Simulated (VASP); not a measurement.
# VH (P6_3/mmc) in VASP: further runs

The runs below take VH through single point, with LDA.

Program: VASP 6.6.1. These are calculated values, not measurements. Logs are shortened: lines on timing, memory, paths and dates and some standing lists are left out, and cuts for length are marked.

## (1) The cell of the first run

Symmetry: P6_3/mmc, No. 194, hexagonal system. The conventional cell has a = 2.736 Å, b = 2.736 Å, c = 4.936 Å, α = 90.00°, β = 90.00°, γ = 120.00°. V (site symmetry -3m) has 6 H at 2.00 Å and 2 V at 2.47 Å within 2.7 Å. Within 2.7 Å of H (site symmetry -6m2) lie 6 V at 2.00 Å.

## (2) Single point, LDA, collinear spin, ferromagnetic start

Input file INCAR:

```
PREC = Accurate
ENCUT = 520
EDIFF = 1E-6
ISMEAR = -1
SIGMA = 0.05
LREAL = False
LASPH = True
NELM = 150
ALGO = Normal
ISIF = 2
LWAVE = False
LCHARG = True
ISPIN = 2
MAGMOM = 1.5 1.5 0 0
LORBIT = 11
LMAXMIX = 4
LELF = True
LVHAR = True
NBANDS = 26
```

Input file KPOINTS:

```
regular mesh
0
Gamma
  9 9 4
```

Input file POSCAR:

```
VH
1.0
    2.7355800000      0.0000000000      0.0000000000
   -1.3677900000      2.3690820000      0.0000000000
    0.0000000000      0.0000000000      4.9359680000
V H
2 2
Direct
    0.0000000000      0.0000000000      0.0000000000
    0.0000000000      0.0000000000      0.5000000000
    0.6666666667      0.3333333333      0.7500000000
    0.3333333333      0.6666666667      0.2500000000
```

Potentials or basis: VASP PAW LDA potentials, release 64 (V_sv, H).

Launch:

```console
> cat potpaw_LDA.64/V_sv/POTCAR potpaw_LDA.64/H/POTCAR > POTCAR
> mpirun -np 1 vasp_std > vasp.out
```

OUTCAR:

```text
PREC = Accurate
   ENCUT = 520
   EDIFF = 1E-6
   ISMEAR = -1
   LREAL = False
   LASPH = True
   NELM = 150
   ISIF = 2
   ISPIN = 2
   LORBIT = 11

 ion  position               nearest neighbor table
   1  0.000  0.000  0.000-   2 2.47   2 2.47
   2  0.000  0.000  0.500-   1 2.47   1 2.47
   3  0.667  0.333  0.750-
   4  0.333  0.667  0.250-

  LATTYP: Found a hexagonal cell.
 ALAT       =     2.7355800000
 C/A-ratio  =     1.8043588563

  Lattice vectors:

 A1 = (   2.7355800000,   0.0000000000,   0.0000000000)
 A2 = (  -1.3677900000,   2.3690820000,   0.0000000000)
 A3 = (   0.0000000000,   0.0000000000,   4.9359680000)

Analysis of symmetry for initial positions (statically):
=====================================================================
 Subroutine PRICEL returns:
 Original cell was already a primitive cell.

 Routine SETGRP: Setting up the symmetry group for a
 hexagonal supercell.

 Subroutine GETGRP returns: Found 24 space group operations
 (whereof 12 operations were pure point group operations)
 out of a pool of 24 trial point group operations.

The static configuration has the point symmetry D_3d.
 The point group associated with its full space group is D_6h.

Analysis of symmetry for dynamics (positions and initial velocities):
=====================================================================
 Subroutine PRICEL returns:
 Original cell was already a primitive cell.

 Routine SETGRP: Setting up the symmetry group for a
 hexagonal supercell.

 Subroutine GETGRP returns: Found 24 space group operations
 (whereof 12 operations were pure point group operations)
 out of a pool of 24 trial point group operations.

The dynamic configuration has the point symmetry D_3d.
 The point group associated with its full space group is D_6h.

Analysis of structural, dynamic, and magnetic symmetry:
=====================================================================
 Subroutine PRICEL returns:
 Original cell was already a primitive cell.

 Routine SETGRP: Setting up the symmetry group for a
 hexagonal supercell.

 Subroutine GETGRP returns: Found 24 space group operations
 (whereof 12 operations were pure point group operations)
 out of a pool of 24 trial point group operations.

The overall configuration has the point symmetry D_3d.
 The point group associated with its full space group is D_6h.

 Subroutine INISYM returns: Found 24 space group operations
 (whereof 12 operations are pure point group operations),
 and found     1 'primitive' translations

----------------------------------------------------------------------------------------

                                     Primitive cell

  volume of cell :      31.9891

  direct lattice vectors                    reciprocal lattice vectors
     2.735580000  0.000000000  0.000000000     0.365553192  0.211052213  0.000000000
    -1.367790000  2.369082000  0.000000000     0.000000000  0.422104427  0.000000000
     0.000000000  0.000000000  4.935968000     0.000000000  0.000000000  0.202594506

  length of vectors
     2.735580000  2.735580196  4.935968000     0.422104457  0.422104427  0.202594506

  position of ions in fractional coordinates (direct lattice)
     0.000000000  0.000000000  0.000000000
     0.000000000  0.000000000  0.500000000
     0.666666667  0.333333333  0.750000000
     0.333333333  0.666666667  0.250000000

  ion indices of the primitive-cell ions
   primitive index   ion index
                 1           1
                 2           2
                 3           3
                 4           4

----------------------------------------------------------------------------------------

 KPOINTS: regular mesh

Automatic generation of k-mesh.
 Grid dimensions read from file:
 generate k-points for:    9    9    4

 Generating k-lattice:

  Cartesian coordinates                     Fractional coordinates (reciprocal lattice)
     0.040617021  0.023450246  0.000000000     0.111111111  0.000000000  0.000000000
     0.000000000  0.046900492  0.000000000     0.000000000  0.111111111  0.000000000
     0.000000000  0.000000000  0.050648627     0.000000000  0.000000000  0.250000000

  Length of vectors
     0.046900495  0.046900492  0.050648627

  Shift w.r.t. Gamma in fractional coordinates (k-lattice)
     0.000000000  0.000000000  0.000000000

 Subroutine IBZKPT returns following result:
 ===========================================

 Found     36 irreducible k-points:

 Following reciprocal coordinates:
            Coordinates               Weight
  0.000000  0.000000  0.000000      1.000000
  0.111111  0.000000  0.000000      6.000000
  0.222222 -0.000000  0.000000      6.000000
  0.333333 -0.000000  0.000000      6.000000
  0.444444 -0.000000  0.000000      6.000000
  0.111111  0.111111  0.000000      6.000000
[... 16 lines left out ...]
  0.333333  0.222222  0.250000     24.000000
  0.333333  0.333333  0.250000      4.000000
 [... further k-points ...]
   k-points           NKPTS =     36   k-points in BZ     NKDIM =     36   number of bands    NBANDS=     26
   number of dos      NEDOS =    301   number of ions     NIONS =      4
   total plane-waves  NPLWV =  16000
   dimension x,y,z NGX =    20 NGY =   20 NGZ =   40
   dimension x,y,z NGXF=    40 NGYF=   40 NGZF=   80
   ions per type =               2   2
   NGX,Y,Z   is equivalent  to a cutoff of  12.15, 12.15, 13.47 a.u.
   NGXF,Y,Z  is equivalent  to a cutoff of  24.31, 24.31, 26.94 a.u.
 SYSTEM =  unknown system
   PREC   = accura    normal or accurate (medium, high low for compatibility)
   ISTART =      0    job   : 0-new  1-cont  2-samecut
   ICHARG =      2    charge: 1-file 2-atom 10-const
   ISPIN  =      2    spin polarized calculation?
   LNONCOLLINEAR =      F non collinear calculations
   LSORBIT =      F    spin-orbit coupling
   LASPH  =      T    aspherical Exc in radial PAW
   ENCUT  =  520.0 eV  38.22 Ry    6.18 a.u.   5.09  5.09  9.18*2*pi/ulx,y,z
   NELM   =    150;   NELMIN=  2; NELMDL= -5     # of ELM steps
   EDIFF  = 0.1E-05   stopping-criterion for ELM
   LREAL  =      F    real-space projection
   EDIFFG = 0.1E-04   stopping-criterion for IOM
   NSW    =      0    number of steps for IOM
   IBRION =     -1    ionic relax: 0-MD 1-quasi-New 2-CG
   NFREE  =      0    steps in history (QN), initial steepest desc. (CG)
   ISIF   =      2    stress and relaxation
   ISYM   =      2    0-nonsym 1-usesym 2-fastsym
   POTIM  = 0.5000    time-step for ionic-motion
   TEBEG  =    0.0;   TEEND  =   0.0 temperature during run
   PSTRESS=    0.0 pullay stress
   NELECT =      28.0000    total number of electrons
   NUPDOWN=      -1.0000    fix difference up-down
   EMIN   =  10.00;   EMAX   =-10.00  energy-range for DOS
   EFERMI =   0.00;   METHOD = LEGACY
   ISMEAR =    -1;   SIGMA  =   0.05  broadening in eV -4-tet -1-fermi 0-gaus
   EFERMI_NEDOS =   21; number of points for ismear=-14 and -15
   IALGO  =     38    algorithm
   IMIX   =      4    mixing-type and parameters
     AMIX     =   0.40;   BMIX     =  1.00
     AMIX_MAG =   1.60;   BMIX_MAG =  1.00
  volume/ion in A,a.u.               =       8.00        53.97
  Fermi-wavevector in a.u.,A,eV,Ry     =   1.566006  2.959323 33.366606  2.452376
  Thomas-Fermi vector in A             =   2.668398
   LORBIT       =     11    0 simple, 1 ext, 2 COOP (PROOUT), +10 PAW based schemes
   GGA     = CA    functional components
   LHFCALC =     F    Hartree Fock is set to
   AEXX    =    0.0000 exact exchange contribution
   IVDW    =     0    specifies the selected vdW correction
   LEPSILON=     F    determine dielectric tensor
   LRPA    =     F    only Hartree local field effects (RPA)
 spin polarized calculation
  energy-cutoff  :      520.00
  volume of cell :       31.99
 maximum number of plane-waves:       894
   NGX = 11   NGY = 11   NGZ = 19

 number of electron      27.9999999 magnetization       0.0008313

 Free energy of the ion-electron system (eV)
  ---------------------------------------------------
  ext. energy  EPLUGINS =         0.00000000
  ---------------------------------------------------
  free energy    TOTEN  =       -26.68659939 eV

  energy without entropy =      -26.65345500  energy(sigma->0) =      -26.67002719

 E-fermi :   9.3213     XC(G=0): -12.9091

 val. band max:        9.3114116661   @ k =   0.2222  -0.0000   0.0000
 cond. band min:       9.3230945359   @ k =   0.1111   0.0000   0.2500
 fundamental gap:      0.0116828699
 Fermi energy:         9.3212539823

 spin component 1

 k-point     1 :       0.0000    0.0000    0.0000
  band No.  band energies     occupation
      1     -54.1552      1.00000
      2     -53.9928      1.00000
      3     -28.9383      1.00000
      4     -28.0943      1.00000
      5     -28.0943      1.00000
      6     -27.9952      1.00000
[... 18 lines left out ...]
     25      27.7837      0.00000
     26      27.7837      0.00000
[... 644 lines left out ...]
      4     -28.5075      1.00000
      5     -28.5075      1.00000
      6     -28.4059      1.00000
[... 18 lines left out ...]
     25      21.1893      0.00000
     26      21.1893      0.00000

 [... further k-points ...]

 spin component 2

 k-point     1 :       0.0000    0.0000    0.0000
  band No.  band energies     occupation
      1     -54.1549      1.00000
      2     -53.9925      1.00000
      3     -28.9380      1.00000
      4     -28.0940      1.00000
      5     -28.0940      1.00000
      6     -27.9949      1.00000
[... 18 lines left out ...]
     25      27.7838      0.00000
     26      27.7838      0.00000
[... 644 lines left out ...]
      4     -28.5072      1.00000
      5     -28.5072      1.00000
      6     -28.4056      1.00000
[... 18 lines left out ...]
     25      21.1895      0.00000
     26      21.1895      0.00000

 [... further k-points ...]

------------------------ aborting loop because EDIFF is reached ----------------------------------------

  FORCE on cell =-STRESS in cart. coord.  units (eV):
  Direction    XX          YY          ZZ          XY          YZ          ZX
  --------------------------------------------------------------------------------------
  -------------------------------------------------------------------------------------
  Total       -2.3632363     -2.3632368     -1.6961580      0.0000000      0.0000000      0.0000000
  in kB     -118.3629791   -118.3630017    -84.9522805      0.0000000      0.0000000      0.0000000
  external PRESSURE =    -107.2260871 kB  Pullay stress =       0.0000000 kB

 VOLUME and BASIS-vectors are now :
 -----------------------------------------------------------------------------
  energy-cutoff  :      520.00
  volume of cell :       31.99
      direct lattice vectors                 reciprocal lattice vectors
     2.735580000  0.000000000  0.000000000     0.365553192  0.211052213  0.000000000
    -1.367790000  2.369082000  0.000000000     0.000000000  0.422104427  0.000000000
     0.000000000  0.000000000  4.935968000     0.000000000  0.000000000  0.202594506

 POSITION                                       TOTAL-FORCE (eV/Angst)
 -----------------------------------------------------------------------------------
      0.00000      0.00000      0.00000        -0.000000      0.000000     -0.000000
      0.00000      0.00000      2.46798        -0.000000      0.000000     -0.000000
      1.36779      0.78969      3.70198        -0.000000     -0.000000      0.000000
     -0.00000      1.57939      1.23399         0.000000      0.000000     -0.000000
 -----------------------------------------------------------------------------------
    total drift:                               -0.000000      0.000000     -0.000000

  FREE ENERGIE OF THE ION-ELECTRON SYSTEM (eV)
  ---------------------------------------------------
  free  energy   TOTEN  =       -26.6865993918 eV

  energy  without entropy=      -26.6534549966  energy(sigma->0) =      -26.67002719

 total charge

# of ion       s       p       d       tot
------------------------------------------
    1        2.283   6.187   3.255  11.725
    2        2.283   6.187   3.255  11.725
    3        0.516   0.027   0.000   0.543
    4        0.516   0.027   0.000   0.543
--------------------------------------------------
tot          5.598  12.427   6.511  24.536

 magnetization (x)

# of ion       s       p       d       tot
------------------------------------------
    1       -0.000   0.000   0.000   0.000
    2       -0.000   0.000   0.000   0.000
    3       -0.000   0.000   0.000  -0.000
    4       -0.000   0.000   0.000  -0.000
--------------------------------------------------
tot         -0.000   0.000   0.000   0.000
```

Run time: 27 s. Hardware: 1 thread of Intel Xeon Platinum 8488C (Sapphire Rapids), shared host; peak memory 0.16 GiB.

Results:

* Free energy: -26.6866 eV
* Pressure: -10.7 GPa
* Band gap on the k mesh: zero (filled and empty bands overlap)
* Net moment: 0.00 μB per cell
* Valence electrons inside the program's atomic spheres: V 11.72; H 0.54

## (3) Single point, LDA, collinear spin, antiferromagnetic start

Input file INCAR:

```
SYSTEM = VH
PREC = Accurate
ENCUT = 520
EDIFF = 1E-6
ISMEAR = -1
SIGMA = 0.05
LREAL = .False.
LASPH = .True.
NELM = 150
ALGO = Normal
ISIF = 2
LWAVE = .False.
LCHARG = .True.
ISPIN = 2
MAGMOM = 1.5 -1.5 0 0
LORBIT = 11
LMAXMIX = 4
GGA = CA
LELF = .True.
LVHAR = .True.
NBANDS = 26
```

Input file KPOINTS:

```
regular mesh
0
Gamma
  9 9 4
  0 0 0
```

POSCAR is that of step 2.

Potentials or basis: VASP PAW LDA potentials, release 64 (V_sv, H).

Launch:

```console
> cat potpaw_LDA.64/V_sv/POTCAR potpaw_LDA.64/H/POTCAR > POTCAR
> mpirun -np 1 vasp_std > vasp.out
```

OUTCAR:

```text
SYSTEM = VH
   PREC = Accurate
   ENCUT = 520
   EDIFF = 1E-6
   ISMEAR = -1
   LREAL = .False.
   LASPH = .True.
   NELM = 150
   ISIF = 2
   ISPIN = 2
   LORBIT = 11
   GGA = CA

 ion  position               nearest neighbor table
   1  0.000  0.000  0.000-   2 2.47   2 2.47
   2  0.000  0.000  0.500-   1 2.47   1 2.47
   3  0.667  0.333  0.750-
   4  0.333  0.667  0.250-

  LATTYP: Found a hexagonal cell.
 ALAT       =     2.7355800000
 C/A-ratio  =     1.8043588563

  Lattice vectors:

 A1 = (   2.7355800000,   0.0000000000,   0.0000000000)
[... 1621 lines left out ...]
     2.735580000  0.000000000  0.000000000     0.365553192  0.211052213  0.000000000
    -1.367790000  2.369082000  0.000000000     0.000000000  0.422104427  0.000000000
     0.000000000  0.000000000  4.935968000     0.000000000  0.000000000  0.202594506

 POSITION                                       TOTAL-FORCE (eV/Angst)
 -----------------------------------------------------------------------------------
      0.00000      0.00000      0.00000         0.000000      0.000000     -0.000000
      0.00000      0.00000      2.46798         0.000000      0.000000     -0.000000
      1.36779      0.78969      3.70198        -0.000000      0.000000     -0.000000
     -0.00000      1.57939      1.23399         0.000000     -0.000000      0.000000
 -----------------------------------------------------------------------------------
    total drift:                               -0.000000      0.000000      0.000000

  FREE ENERGIE OF THE ION-ELECTRON SYSTEM (eV)
  ---------------------------------------------------
  free  energy   TOTEN  =       -26.6865993955 eV

  energy  without entropy=      -26.6534536623  energy(sigma->0) =      -26.67002653

 total charge

# of ion       s       p       d       tot
------------------------------------------
    1        2.283   6.187   3.255  11.725
    2        2.283   6.187   3.255  11.725
    3        0.516   0.027   0.000   0.543
    4        0.516   0.027   0.000   0.543
--------------------------------------------------
tot          5.598  12.427   6.511  24.536

 magnetization (x)

# of ion       s       p       d       tot
------------------------------------------
    1       -0.000  -0.000  -0.000  -0.000
    2        0.000   0.000   0.000   0.000
    3        0.000   0.000   0.000   0.000
    4        0.000   0.000   0.000   0.000
--------------------------------------------------
tot          0.000   0.000   0.000   0.000
```

It took 31 s on 1 thread of Intel Xeon Platinum 8488C (Sapphire Rapids), shared host; peak memory 0.16 GiB.

Results:

| Quantity | Value |
| --- | --- |
| Free energy | -26.6866 eV |
| Pressure | -10.7 GPa |
| Band gap on the k mesh | zero (filled and empty bands overlap) |
| Net moment | 0.00 μB per cell |
| Valence electrons inside the program's atomic spheres | V 11.72; H 0.54 |

Levels at points of the mesh, in eV from the Fermi level:
Spin up:
| k point | band 11 | band 12 | band 13 | band 14 | band 15 | band 16 | band 17 | band 18 |
| --- | --- | --- | --- | --- | --- | --- | --- | --- |
| (0.00, 0.00, 0.00) | -3.23 | -2.46 | -0.36 | -0.36 | 0.38 | 0.38 | 0.50 | 0.50 |
| (0.00, 0.00, 0.50) | -1.79 | -1.79 | 0.00 | 0.00 | 0.00 | 0.00 | 1.46 | 1.46 |
Spin down:
| k point | band 10 | band 11 | band 12 | band 13 | band 14 | band 15 | band 16 | band 17 | band 18 | band 19 |
| --- | --- | --- | --- | --- | --- | --- | --- | --- | --- | --- |
| (0.00, 0.00, 0.00) | -6.08 | -3.23 | -2.46 | -0.36 | -0.36 | 0.38 | 0.38 | 0.50 | 0.50 | 2.63 |
| (0.00, 0.00, 0.50) | -8.80 | -1.79 | -1.79 | 0.00 | 0.00 | 0.00 | 0.00 | 1.46 | 1.46 | 1.46 |
